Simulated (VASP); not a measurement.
# Ru (P6_3/mmc) in VASP: a series of runs

Runs on Ru. Level: r2SCAN. Tasks: relaxation of cell and atoms, single point.

Everything below comes from runs of VASP 6.6.1. Logs are shortened: lines on timing, memory, paths and dates and some standing lists are left out, and cuts for length are marked.

### 1 The cell of the first run

It takes space group P6_3/mmc (No. 194, hexagonal). The conventional cell has a = 2.704 Å, b = 2.704 Å, c = 4.267 Å, α = 90.00°, β = 90.00°, γ = 120.00°. Ru (site symmetry -6m2) has 12 Ru at 2.64 to 2.70 Å within 3.5 Å.

### 2 Relaxation of cell and atoms, r2SCAN

POSCAR

```
Ru
1.0
    2.7039339015      0.0000000000      0.0000000000
   -1.3519669508      2.3416754489      0.0000000000
    0.0000000000      0.0000000000      4.2670819314
Ru
2
Direct
    0.3333333333      0.6666666667      0.2500000000
    0.6666666667      0.3333333333      0.7500000000
```

INCAR.step1

```
PREC = Accurate ; ENCUT = 600
ISMEAR = -1 ; SIGMA = 0.15
LREAL = False ; LASPH = True
NELM = 100 ; GGA = PE
ALGO = Normal ; EDIFF = 1E-4
LWAVE = True ; LCHARG = False
```

INCAR.step2

```
PREC = Accurate ; ENCUT = 600
EDIFF = 1E-7 ; ISMEAR = -1
SIGMA = 0.15 ; LREAL = False
LASPH = True ; NELM = 100
ALGO = Normal ; ISIF = 3
LWAVE = False ; LCHARG = False
METAGGA = R2SCAN ; LMIXTAU = True
IBRION = 2 ; NSW = 80
EDIFFG = -0.001 ; ISTART = 1
```

KPOINTS

```
regular mesh
0
Gamma
  15 15 8
```

Potentials or basis: VASP PAW PBE potentials, release 64 (Ru_pv).

The run is started by

```console
cat potpaw_PBE.64/Ru_pv/POTCAR > POTCAR
cp INCAR.step1 INCAR
mpirun -np 1 vasp_std > vasp.out
cp INCAR.step2 INCAR
mpirun -np 1 vasp_std > vasp.out
```

OUTCAR:

```text
PREC = Accurate
   ENCUT = 600
   EDIFF = 1E-7
   ISMEAR = -1
   LREAL = False
   LASPH = True
   NELM = 100
   ISIF = 3
   METAGGA = R2SCAN
   IBRION = 2
   NSW = 80
   EDIFFG = -0.001
   ISTART = 1

 ion  position               nearest neighbor table
   1  0.333  0.667  0.250-   2 2.64   2 2.64   2 2.64   2 2.64   2 2.64   2 2.64
   2  0.667  0.333  0.750-   1 2.64   1 2.64   1 2.64   1 2.64   1 2.64   1 2.64

  LATTYP: Found a hexagonal cell.
 ALAT       =     2.7039339015
 C/A-ratio  =     1.5781014207

  Lattice vectors:

 A1 = (   2.7039339015,   0.0000000000,   0.0000000000)
 A2 = (  -1.3519669508,   2.3416754489,   0.0000000000)
 A3 = (   0.0000000000,   0.0000000000,   4.2670819314)

Analysis of symmetry for initial positions (statically):
=====================================================================
 Subroutine PRICEL returns:
 Original cell was already a primitive cell.

 Routine SETGRP: Setting up the symmetry group for a
 hexagonal supercell.

 Subroutine GETGRP returns: Found 24 space group operations
 (whereof 12 operations were pure point group operations)
 out of a pool of 24 trial point group operations.

The static configuration has the point symmetry D_3d.
 The point group associated with its full space group is D_6h.

Analysis of symmetry for dynamics (positions and initial velocities):
=====================================================================
 Subroutine PRICEL returns:
 Original cell was already a primitive cell.

 Routine SETGRP: Setting up the symmetry group for a
 hexagonal supercell.

 Subroutine GETGRP returns: Found 24 space group operations
 (whereof 12 operations were pure point group operations)
 out of a pool of 24 trial point group operations.

The dynamic configuration has the point symmetry D_3d.
 The point group associated with its full space group is D_6h.

 Subroutine INISYM returns: Found 24 space group operations
 (whereof 12 operations are pure point group operations),
 and found     1 'primitive' translations

----------------------------------------------------------------------------------------

                                     Primitive cell

  volume of cell :      27.0180

  direct lattice vectors                    reciprocal lattice vectors
     2.703933902  0.000000000  0.000000000     0.369831526  0.213522331  0.000000000
    -1.351966951  2.341675449  0.000000000     0.000000000  0.427044662  0.000000000
     0.000000000  0.000000000  4.267081931     0.000000000  0.000000000  0.234352191

  length of vectors
     2.703933902  2.703933902  4.267081931     0.427044662  0.427044662  0.234352191

  position of ions in fractional coordinates (direct lattice)
     0.333333333  0.666666667  0.250000000
     0.666666667  0.333333333  0.750000000

  ion indices of the primitive-cell ions
   primitive index   ion index
                 1           1
                 2           2

----------------------------------------------------------------------------------------

 KPOINTS: regular mesh

Automatic generation of k-mesh.
 Grid dimensions read from file:
 generate k-points for:   15   15    8

 Generating k-lattice:

  Cartesian coordinates                     Fractional coordinates (reciprocal lattice)
     0.024655435  0.014234822  0.000000000     0.066666667 -0.000000000  0.000000000
     0.000000000  0.028469644  0.000000000     0.000000000  0.066666667  0.000000000
     0.000000000  0.000000000  0.029294024     0.000000000  0.000000000  0.125000000

  Length of vectors
     0.028469644  0.028469644  0.029294024

  Shift w.r.t. Gamma in fractional coordinates (k-lattice)
     0.000000000  0.000000000  0.000000000

 Subroutine IBZKPT returns following result:
 ===========================================

 Found    135 irreducible k-points:

 Following reciprocal coordinates:
            Coordinates               Weight
  0.000000  0.000000  0.000000      1.000000
  0.066667 -0.000000  0.000000      6.000000
  0.133333 -0.000000  0.000000      6.000000
  0.200000  0.000000  0.000000      6.000000
  0.266667 -0.000000  0.000000      6.000000
  0.333333 -0.000000  0.000000      6.000000
[... 16 lines left out ...]
  0.333333  0.200000  0.000000     12.000000
  0.400000  0.200000  0.000000      6.000000
 [... further k-points ...]
   k-points           NKPTS =    135   k-points in BZ     NKDIM =    135   number of bands    NBANDS=     18
   number of dos      NEDOS =    301   number of ions     NIONS =      2
   total plane-waves  NPLWV =  20736
   dimension x,y,z NGX =    24 NGY =   24 NGZ =   36
   dimension x,y,z NGXF=    48 NGYF=   48 NGZF=   72
   ions per type =               2
   NGX,Y,Z   is equivalent  to a cutoff of  14.76, 14.76, 14.03 a.u.
   NGXF,Y,Z  is equivalent  to a cutoff of  29.51, 29.51, 28.05 a.u.
 SYSTEM =  unknown system
   PREC   = accura    normal or accurate (medium, high low for compatibility)
   ISTART =      1    job   : 0-new  1-cont  2-samecut
   ICHARG =      0    charge: 1-file 2-atom 10-const
   ISPIN  =      1    spin polarized calculation?
   LNONCOLLINEAR =      F non collinear calculations
   LSORBIT =      F    spin-orbit coupling
   LASPH  =      T    aspherical Exc in radial PAW
   ENCUT  =  600.0 eV  44.10 Ry    6.64 a.u.   5.40  5.40  8.52*2*pi/ulx,y,z
   NELM   =    100;   NELMIN=  2; NELMDL=  0     # of ELM steps
   EDIFF  = 0.1E-06   stopping-criterion for ELM
   LREAL  =      F    real-space projection
   EDIFFG = -.1E-02   stopping-criterion for IOM
   NSW    =     80    number of steps for IOM
   IBRION =      2    ionic relax: 0-MD 1-quasi-New 2-CG
   NFREE  =      1    steps in history (QN), initial steepest desc. (CG)
   ISIF   =      3    stress and relaxation
   ISYM   =      2    0-nonsym 1-usesym 2-fastsym
   POTIM  = 0.5000    time-step for ionic-motion
   TEBEG  =    0.0;   TEEND  =   0.0 temperature during run
   PSTRESS=    0.0 pullay stress
   NELECT =      28.0000    total number of electrons
   NUPDOWN=      -1.0000    fix difference up-down
   EMIN   =  10.00;   EMAX   =-10.00  energy-range for DOS
   EFERMI =   0.00;   METHOD = LEGACY
   ISMEAR =    -1;   SIGMA  =   0.15  broadening in eV -4-tet -1-fermi 0-gaus
   EFERMI_NEDOS =   21; number of points for ismear=-14 and -15
   IALGO  =     38    algorithm
   IMIX   =      4    mixing-type and parameters
     AMIX     =   0.40;   BMIX     =  1.00
     AMIX_MAG =   1.60;   BMIX_MAG =  1.00
  volume/ion in A,a.u.               =      13.51        91.16
  Fermi-wavevector in a.u.,A,eV,Ry     =   1.656696  3.130702 37.343134  2.744643
  Thomas-Fermi vector in A             =   2.744577
   LORBIT       =      0    0 simple, 1 ext, 2 COOP (PROOUT), +10 PAW based schemes
   METAGGA = R2SCAN    functional components
   LHFCALC =     F    Hartree Fock is set to
   AEXX    =    0.0000 exact exchange contribution
   IVDW    =     0    specifies the selected vdW correction
   LEPSILON=     F    determine dielectric tensor
   LRPA    =     F    only Hartree local field effects (RPA)
 conjugate gradient relaxation of ions
 non-spin polarized calculation
  energy-cutoff  :      600.00
  volume of cell :       27.02
 maximum number of plane-waves:       929
 NGX is ok and might be reduce to    24
   NGX = 11   NGY = 11   NGZ = 17

--------------------------------------- Ionic step        1  -------------------------------------------

 number of electron      28.0000000 magnetization

 Free energy of the ion-electron system (eV)
  ---------------------------------------------------
  ext. energy  EPLUGINS =         0.00000000
  ---------------------------------------------------
  free energy    TOTEN  =       -50.91470926 eV

  energy without entropy =      -50.79942565  energy(sigma->0) =      -50.85706746

------------------------ aborting loop because EDIFF is reached ----------------------------------------

  FORCE on cell =-STRESS in cart. coord.  units (eV):
  Direction    XX          YY          ZZ          XY          YZ          ZX
  --------------------------------------------------------------------------------------
  -------------------------------------------------------------------------------------
  Total        0.2601761      0.2601761      0.2536763     -0.0000000      0.0000000     -0.0000000
  in kB       15.4285160     15.4285160     15.0430809     -0.0000000      0.0000000     -0.0000000
  external PRESSURE =      15.3000376 kB  Pullay stress =       0.0000000 kB
[... 89 lines left out ...]
  FREE ENERGIE OF THE ION-ELECTRON SYSTEM (eV)
  ---------------------------------------------------
  free  energy   TOTEN  =       -50.9152799342 eV

  energy  without entropy=      -50.7991257679  energy(sigma->0) =      -50.85720285

[... ionic steps 4 to 7 ...]

--------------------------------------- Ionic step        8  -------------------------------------------

 number of electron      28.0000001 magnetization

------------------------ aborting loop because EDIFF is reached ----------------------------------------

  FORCE on cell =-STRESS in cart. coord.  units (eV):
  Direction    XX          YY          ZZ          XY          YZ          ZX
  --------------------------------------------------------------------------------------
  -------------------------------------------------------------------------------------
  Total        0.0097421      0.0097421      0.0105343     -0.0000000     -0.0000000     -0.0000000
  in kB        0.5752072      0.5752072      0.6219804     -0.0000000     -0.0000000     -0.0000000
  external PRESSURE =       0.5907983 kB  Pullay stress =       0.0000000 kB
[... 57 lines left out ...]
  energy  without entropy=      -50.7991417100  energy(sigma->0) =      -50.85721171

--------------------------------------- Ionic step       10  -------------------------------------------

 number of electron      28.0000001 magnetization

 Free energy of the ion-electron system (eV)
  ---------------------------------------------------
  ext. energy  EPLUGINS =         0.00000000
  ---------------------------------------------------
  free energy    TOTEN  =       -50.91528164 eV

  energy without entropy =      -50.79913083  energy(sigma->0) =      -50.85720623

 E-fermi :  12.7538     XC(G=0): -15.4107

 val. band max:       12.7207860697   @ k =   0.2667   0.2000   0.0000
 cond. band min:      12.7622972402   @ k =   0.0667  -0.0000   0.3750
 fundamental gap:      0.0415111705
 Fermi energy:        12.7537596587

 k-point     1 :       0.0000    0.0000    0.0000
  band No.  band energies     occupation
      1     -32.3516      2.00000
      2     -31.3431      2.00000
      3     -31.3431      2.00000
      4     -31.1569      2.00000
      5     -31.1569      2.00000
      6     -31.1082      2.00000
[... 10 lines left out ...]
     17      13.9717      0.00060
     18      14.1241      0.00022
[... 466 lines left out ...]
      2     -31.8573      2.00000
      3     -31.7451      2.00000
      4     -31.7313      2.00000
      5     -31.4947      2.00000
      6     -31.4634      2.00000
[... 10 lines left out ...]
     17      18.3005      0.00000
     18      19.8661      0.00000

 [... further k-points ...]
[... 5 lines left out ...]
  --------------------------------------------------------------------------------------
  -------------------------------------------------------------------------------------
  Total        0.0000218      0.0000218      0.0001460     -0.0000000     -0.0000000     -0.0000000
  in kB        0.0012898      0.0012898      0.0086184     -0.0000000     -0.0000000     -0.0000000
  external PRESSURE =       0.0037327 kB  Pullay stress =       0.0000000 kB
[... 17 lines left out ...]
  FREE ENERGIE OF THE ION-ELECTRON SYSTEM (eV)
  ---------------------------------------------------
  free  energy   TOTEN  =       -50.9152816381 eV

  energy  without entropy=      -50.7991308263  energy(sigma->0) =      -50.85720623

 reached required accuracy - stopping structural energy minimisation
```

Run time: 9.6 min. Hardware: 1 thread of Intel Xeon 6975P-C (Granite Rapids), shared host; peak memory 0.21 GiB.

Results:

- Free energy: -50.9153 eV
- Relaxed volume: 13.57 Å³/atom
- Relaxed cell: a = 2.708 Å, b = 2.708 Å, c = 4.273 Å, α = 90.00°, β = 90.00°, γ = 120.00°
- Space group after relaxing (to 0.05 Å): P6_3/mmc (No. 194)
- Energy gained by relaxing: 0.3 meV/atom
- Ionic steps: 10
- Pressure after relaxing: 0.0 GPa
- Band gap on the k mesh: zero (band 14 reaches 14.35 eV, above the bottom of band 15 at 11.15 eV)

The path:
```csv
step,energy change (eV),largest force (eV/Å),pressure (GPa),volume (Å³)
1,0.0000,0.0000,1.53,27.02
2,0.0051,0.0000,-4.59,27.53
3,-0.0006,0.0000,0.00,27.14
4,-0.0006,0.0000,-0.03,27.14
5,-0.0006,0.0000,-0.02,27.14
6,-0.0006,0.0000,-0.03,27.14
7,-0.0006,0.0000,-0.03,27.14
8,-0.0006,0.0000,0.06,27.14
9,-0.0006,0.0000,0.02,27.14
10,-0.0006,0.0000,0.00,27.14
```

Final structure:
```cif
data_structure
_symmetry_space_group_name_H-M 'P 1'
_symmetry_Int_Tables_number 1
_cell_length_a 2.7083
_cell_length_b 2.7083
_cell_length_c 4.2727
_cell_angle_alpha 90.000
_cell_angle_beta 90.000
_cell_angle_gamma 120.000
_cell_volume 27.14
loop_
_atom_site_label
_atom_site_type_symbol
_atom_site_fract_x
_atom_site_fract_y
_atom_site_fract_z
_atom_site_occupancy
Ru1 Ru 0.33333 0.66667 0.25000 1
Ru2 Ru 0.66667 0.33333 0.75000 1
```

Caveat: the PAW data sets were made with another functional, which shifts forces and pressure a little.

### 3 Single point, r2SCAN

POSCAR

```
Ru
1.0
    2.7055438814      0.0000000000      0.0000000000
   -1.3527719407      2.3430697324      0.0000000000
    0.0000000000      0.0000000000      4.2679397214
Ru
2
Direct
    0.3333333333      0.6666666667      0.2500000000
    0.6666666667      0.3333333333      0.7500000000
```

INCAR.step1

```
SYSTEM = Ru
ALGO     = Normal         ! electronic algorithm
EDIFF    = 1E-5           ! SCF threshold, eV
ENCUT    = 660            ! plane-wave cutoff, eV
GGA      = PE             ! functional
GGA_COMPAT= .FALSE.      
ISMEAR   = -1             ! smearing method
LASPH    = .TRUE.         ! aspherical terms in the spheres
LCHARG   = .FALSE.        ! write CHGCAR
LREAL    = .FALSE.        ! projectors in reciprocal space
LWAVE    = .TRUE.         ! write WAVECAR
NBANDS   = 23             ! bands
NELM     = 120            ! most SCF steps
PREC     = Accurate       ! precision mode
SIGMA    = 0.15           ! smearing width, eV
```

INCAR.step2

```
SYSTEM = Ru
ALGO     = Normal         ! electronic algorithm
EDIFF    = 1E-6           ! SCF threshold, eV
ENCUT    = 660            ! plane-wave cutoff, eV
GGA_COMPAT= .FALSE.      
ISIF     = 2              ! what is computed and relaxed
ISMEAR   = -1             ! smearing method
ISTART   = 1            
LASPH    = .TRUE.         ! aspherical terms in the spheres
LCHARG   = .FALSE.        ! write CHGCAR
LMIXTAU  = .TRUE.       
LREAL    = .FALSE.        ! projectors in reciprocal space
LWAVE    = .FALSE.        ! write WAVECAR
METAGGA  = R2SCAN         ! meta-GGA
NBANDS   = 23             ! bands
NELM     = 120            ! most SCF steps
PREC     = Accurate       ! precision mode
SIGMA    = 0.15           ! smearing width, eV
```

KPOINTS

```
k-points
0
G
  15 15 8
  0 0 0
```

Potentials or basis: VASP PAW PBE potentials, release 64 (Ru_sv).

The run is started by

```console
cat potpaw_PBE.64/Ru_sv/POTCAR > POTCAR
cp INCAR.step1 INCAR
mpirun -np 1 vasp_std > vasp.out
cp INCAR.step2 INCAR
mpirun -np 1 vasp_std > vasp.out
```

Run time: 2.4 min. Hardware: 1 thread of Intel Xeon 6975P-C (Granite Rapids), shared host; peak memory 0.22 GiB.

It converged, with:

- Free energy: -51.0023 eV
- Pressure: -0.3 GPa
- Band gap on the k mesh: zero (band 16 reaches 16.74 eV, above the bottom of band 17 at 13.52 eV)

Levels at points of the mesh, in eV from the Fermi level:
```
           k point  band 14  band 15  band 16  band 17  band 18  band 19
(0.00, 0.00, 0.00)    -2.02    -2.02    -1.51    -1.51     1.22     1.22
(0.00, 0.00, 0.50)    -2.92    -2.83    -2.83     0.55     0.55     0.55
```

Caveat: the PAW data sets were made with another functional, which shifts forces and pressure a little.
